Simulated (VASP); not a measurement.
The system is Cu3N.

```xyz
4
Lattice="3.7894 0.0000 0.0000 0.0000 3.7894 0.0000 0.0000 0.0000 3.7894" Properties=species:S:1:pos:R:3 pbc="T T T"
Cu    1.8947    0.0000    0.0000
Cu    0.0000    1.8947    0.0000
Cu    0.0000    0.0000    1.8947
N     0.0000    0.0000    0.0000
```

| Quantity | Value |
| --- | --- |
| Program | VASP 6.6.1 |
| Task | relaxation of cell and atoms |
| Functional | HSE06 |
| Potentials or basis | VASP PAW PBE potentials, release 64 (Cu, N) |
| Cutoff | 600 eV |
| k mesh | 4 × 4 × 4 |
| Occupations | fermi-dirac, width 0.02 eV |
| Spin | no spin polarisation |

At the start: pressure 3.9 GPa; volume 13.60 Å³/atom.

Question: Where does the relaxation end?

Answer: Over 3 steps the energy falls by 5.3 meV/atom and the volume is 14.04 Å³/atom (+3.2 %); space group Pm-3m (No. 221, to 0.1 Å) before and after.

The path:
```tsv
step	energy change (eV)	largest force (eV/Å)	pressure (GPa)	volume (Å³)
1	0.0000	0.0000	3.92	54.41
2	-0.0159	0.0000	-1.81	57.08
3	-0.0210	0.0000	0.02	56.17
```

Final structure:
```yaml
crystal:
  lattice:
    - [3.82980, 0.00000, 0.00000]
    - [0.00000, 3.82980, 0.00000]
    - [0.00000, 0.00000, 3.82980]
  atoms:
    - { symbol: Cu, position: [0.50000, 0.00000, 0.00000] }
    - { symbol: Cu, position: [0.00000, 0.50000, 0.00000] }
    - { symbol: Cu, position: [0.00000, 0.00000, 0.50000] }
    - { symbol: N, position: [0.00000, 0.00000, 0.00000] }
```

Caveat: the PAW data sets were made with another functional, which shifts forces and pressure a little.
